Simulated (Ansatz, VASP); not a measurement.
**Pt in VASP and in Ansatz**

Contents of INCAR:

```
SYSTEM = Pt
ALGO = Normal ; EDIFF = 1E-6
EDIFFG = -0.005 ; ENCUT = 600
GGA = PE ; IBRION = 2
ISIF = 3 ; ISMEAR = 0
LASPH = .TRUE. ; LCHARG = .FALSE.
LREAL = .FALSE. ; LWAVE = .FALSE.
NELM = 60 ; NSW = 100
PREC = Accurate ; SIGMA = 0.1
```

Contents of KPOINTS:

```
k-points
0
G
  18 18 18
  0 0 0
```

POSCAR

```
Pt
1.0
    0.0000000000      1.9836737130      1.9836737130
    1.9836737130      0.0000000000      1.9836737130
    1.9836737130      1.9836737130      0.0000000000
Pt
1
Direct
    0.0000000000      0.0000000000      0.0000000000
```

Input for Ansatz:

```yaml
crystal:
  lattice:
    - [0.0, 1.983673713, 1.983673713]
    - [1.983673713, 0.0, 1.983673713]
    - [1.983673713, 1.983673713, 0.0]
  atoms:
    - { symbol: Pt, position: [0.0, 0.0, 0.0] }
basis:
  ecutwfc: 420
kpoints:
  mp_grid: { grid: [18, 18, 18] }
hamiltonian:
  xc: pbe
scf:
  occupations: { method: gaussian, width: 0.1 }
output:
  forces: true
  stress: true
  eigenvalues: true
relax:
  adjacent_minimum: "off"
  f_tol: 0.005
  max_steps: 80
  cell: { stress_tol: 0.05 }
```

Alike in both runs: task relaxation of cell and atoms; functional PBE; k mesh 18 × 18 × 18; occupations gaussian, width 0.1 eV; no spin polarisation.

|  | VASP | Ansatz |
| --- | --- | --- |
| version | VASP 6.6.1 | Ansatz 0.2.0 |
| potentials or method | VASP PAW PBE potentials, release 64 (Pt), cutoff 600 eV | scalar-relativistic, plane waves, PAW |
| valence electrons in the cell | 10 | 18 |

VASP gave:

| Quantity | Value |
| --- | --- |
| gap on the k mesh at the Fermi level, each at its own relaxed structure (eV) | none |
| relaxed volume (Å³/atom) | 15.62 |
| relaxed length of the cell vector where the two differ most in proportion (Å) | 2.806 |

Problem. Which values does Ansatz return?

Solution. gap on the k mesh at the Fermi level, each at its own relaxed structure (eV): none; relaxed volume (Å³/atom): 15.64; relaxed length of the cell vector where the two differ most in proportion (Å): 2.807.

A gap of «none» marks a metal or a gap that the smearing closes. VASP's potentials hold 10 valence electrons a cell and Ansatz's 18, so a difference there can come from the potentials and not from the codes.

Spin-orbit coupling is off throughout.
